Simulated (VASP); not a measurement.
InSb:

```
In Sb
1.0
     0.00000    3.23557    3.23557
     3.23557    0.00000    3.23557
     3.23557    3.23557    0.00000
In Sb
1 1
Direct
  0.00000 0.00000 0.00000
  0.25000 0.25000 0.25000
```

This cell differs from its parent crystal: strain -1.3%.

Base run:

| Property | Result |
| --- | --- |
| Program | VASP 6.6.1 |
| Functional | r2SCAN |
| Potentials or basis | VASP PAW PBE potentials, release 64 (In_d, Sb) |
| Cutoff | 520 eV |
| k mesh | 6 × 6 × 6 |
| Occupations | fermi-dirac, width 0.02 eV |
| Spin | no spin polarisation |

Its results: band gap on the k mesh 0.26 eV, direct; pressure 1.8 GPa.

The run is repeated on the same cell with these changes: functional from r2SCAN to PBE. What comes out?

Band gap on the k mesh zero (filled and empty bands touch); pressure 3.4 GPa.

r2SCAN gives the wider gap, since meta-GGAs in the generalised Kohn-Sham scheme recover part of the derivative discontinuity.

Caveats: spin-orbit coupling is left out, which moves the levels of the heavy elements; the PAW data sets were made with another functional, which shifts forces and pressure a little (some runs).

